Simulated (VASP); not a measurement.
Here is a VASP 6.6.1 calculation.

The input POSCAR:

```
CdTe
1.0
    3.1418901752      3.1418901752      0.0000000000
   -3.1418901752      3.1418901752      0.0000000000
    0.0000000000      3.1418901752      3.1418901752
Cd Te
1 1
Direct
    0.0000000000      0.0000000000      0.0000000000
    0.7500000000      0.2500000000      0.5000000000
```

Contents of INCAR.step1:

```
SYSTEM = CdTe
ALGO = Normal
EDIFF = 1E-4
ENCUT = 520
GGA = PE
ISMEAR = 0
LASPH = .TRUE.
LCHARG = .FALSE.
LREAL = .FALSE.
LWAVE = .TRUE.
NBANDS = 16
NELM = 60
PREC = Accurate
SIGMA = 0.01
```

The input INCAR.step2:

```
SYSTEM = CdTe
ALGO = Normal
EDIFF = 1E-6
ENCUT = 520
ISIF = 2
ISMEAR = 0
ISTART = 1
LASPH = .TRUE.
LCHARG = .FALSE.
LMIXTAU = .TRUE.
LREAL = .FALSE.
LWAVE = .FALSE.
METAGGA = R2SCAN
NBANDS = 16
NELM = 60
PREC = Accurate
SIGMA = 0.01
```

The input KPOINTS:

```
k-points
0
G
  6 6 6
  0 0 0
```

Potentials or basis: VASP PAW PBE potentials, release 64 (Cd, Te).

Run with:

```sh
$ cat potpaw_PBE.64/Cd/POTCAR potpaw_PBE.64/Te/POTCAR > POTCAR
$ cp INCAR.step1 INCAR
$ mpirun -np 1 vasp_std > vasp.out
$ cp INCAR.step2 INCAR
$ mpirun -np 1 vasp_std > vasp.out
```

**Question.** Predict the pressure.

**Answer.** 7.2 GPa.

**Question.** What does it give for the band gap on the k mesh?

**Answer.** 1.58 eV, direct.

Caveat: the PAW data sets were made with another functional, which shifts forces and pressure a little; spin-orbit coupling is left out, which moves the levels of the heavy elements. r2SCAN opens gaps a little over a GGA but as a rule still falls short of measured ones.
